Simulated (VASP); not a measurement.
A run of VASP 6.6.1 is set up as follows.

INCAR

```
PREC = Accurate
ENCUT = 520
EDIFF = 1E-6
ISMEAR = 0
SIGMA = 0.05
LREAL = False
LASPH = True
NELM = 60
ALGO = Normal
ISIF = 2
LWAVE = False
LCHARG = True
GGA = PE
LELF = True
LVHAR = True
NBANDS = 18
```

KPOINTS

```
Automatic mesh
0
Gamma
  8 8 8
```

File POSCAR:

```
HfO2
1.0
    0.0000000000      2.6853750000      2.4935625000
    2.6853750000      0.0000000000      2.4935625000
    2.6853750000      2.6853750000      0.0000000000
Hf O
1 2
Direct
    0.0000000000      0.0000000000      0.0000000000
    0.2500000000      0.2500000000      0.2500000000
    0.7500000000      0.7500000000      0.7500000000
```

Potentials or basis: VASP PAW PBE potentials, release 64 (Hf_pv, O).

Run with:

```sh
$ cat potpaw_PBE.64/Hf_pv/POTCAR potpaw_PBE.64/O/POTCAR > POTCAR
$ mpirun -np 1 vasp_std > vasp.out
```

(1) Predict the band gap on the k mesh.

(2) Predict the pressure.

Results:

(1) 2.74 eV, indirect (least direct gap 2.91 eV).

(2) -19.6 GPa.

Caveat: the cell differs from its parent crystal (strain +0.050 along x and y, -0.025 along z); spin-orbit coupling is left out, which moves the levels of the heavy elements.
